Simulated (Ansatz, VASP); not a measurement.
**Sr in VASP and in Ansatz**

File INCAR:

```
PREC = Accurate
ENCUT = 600
EDIFF = 1E-6
ISMEAR = -1
SIGMA = 0.05
LREAL = F
LASPH = T
NELM = 60
ALGO = Normal
ISIF = 3
LWAVE = F
LCHARG = F
IBRION = 2
NSW = 100
EDIFFG = -0.003
```

File KPOINTS:

```
regular mesh
0
Gamma
  14 14 14
```

Contents of POSCAR:

```
Sr
1.0
    0.0000000000      3.0423500000      3.0423500000
    3.0423500000      0.0000000000      3.0423500000
    3.0423500000      3.0423500000      0.0000000000
Sr
1
Direct
    0.0000000000      0.0000000000      0.0000000000
```

Input for Ansatz:

```yaml
crystal:
  lattice:
    - [0.0, 3.04235, 3.04235]
    - [3.04235, 0.0, 3.04235]
    - [3.04235, 3.04235, 0.0]
  atoms:
    - { symbol: Sr, position: [0.0, 0.0, 0.0] }
kpoints:
  mp_grid: { grid: [14, 14, 14] }
scf:
  occupations: { method: fermi_dirac, width: 0.05 }
hamiltonian:
  xc: lda
  pseudopotentials: { kind: paw }
output:
  forces: true
  stress: true
  write_density: true
  write_potential: true
  elf: true
  volumetric_format: npy
relax:
  f_tol: 0.003
  max_steps: 80
  cell: {}
```

Alike in both runs: task relaxation of cell and atoms; functional LDA; k mesh 14 × 14 × 14; occupations fermi-dirac, width 0.05 eV; no spin polarisation.

|  | VASP | Ansatz |
| --- | --- | --- |
| version | VASP 6.6.1 | Ansatz 0.2.0 |
| potentials or method | VASP PAW LDA potentials, release 64 (Sr_sv) | PAW with Ansatz's default frozen-core files, scalar-relativistic |
| plane-wave cutoff (eV) | 600 | 420 |
| valence electrons in the cell | 10 | 10 |

Ansatz gave:

```
relaxed volume (Å³/atom)                                     : 48.73
relaxed cell length with the largest relative difference (Å) : 4.100
```

Task: Which values does VASP return?

Result: Relaxed volume (Å³/atom): 48.62; relaxed cell length with the largest relative difference (Å): 4.097.

LDA's correlation is that of Perdew and Zunger in VASP and of Perdew and Wang (1992) in Ansatz.
